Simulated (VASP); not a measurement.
TbHgB4, 6 atoms in the cell. The structure is orthorhombic, space group Immm (No. 71). Conventional cell: a = 4.553 Å, b = 6.282 Å, c = 7.153 Å, α = 90.00°, β = 90.00°, γ = 90.00°. Tb (site symmetry mmm) has 2 Hg at 2.28 Å and 4 B at 2.54 to 2.75 Å within 3.0 Å. B (site symmetry mm2) has 1 B at 1.66 Å within 2.2 Å. B (site symmetry m2m) has 1 B at 1.20 Å within 1.6 Å. Hg (site symmetry mmm) has 2 Tb at 2.28 Å within 3.0 Å. The cell was generated, and may not be a known phase.

* Program: VASP 6.6.1
* Task: relaxation of cell and atoms
* Functional: PBE
* Potentials or basis: VASP PAW PBE potentials, release 64 (Tb_3, B, Hg), 4f in core
* Cutoff: 500 eV
* k mesh: 4 × 4 × 4
* Occupations: gaussian, width 0.2 eV
* Spin: no spin polarisation
* Dipole correction: no
* Further INCAR settings: ALGO = Normal; EDIFF = 1e-07; IBRION = 2; EDIFFG = -0.08; NSW = 36; ISIF = 3

Potentials or basis: VASP PAW PBE potentials, release 64 (Tb_3, B, Hg), 4f in core.

Run with:

```sh
$ cat potpaw_PBE.64/Tb_3/POTCAR potpaw_PBE.64/B/POTCAR potpaw_PBE.64/Hg/POTCAR > POTCAR
$ mpirun -np 1 vasp_std > vasp.out
```

Hardware: 1 thread of Intel(R) Xeon(R) Platinum 8559C (Emerald Rapids), with other jobs on the host.

Task: How long does it take, and how much memory?

Result: It took 5.4 min on 1 thread of Intel(R) Xeon(R) Platinum 8559C (Emerald Rapids) (shared host), peak memory 0.28 GiB. Counts: scf iterations 167, k points 18, ion steps 16.
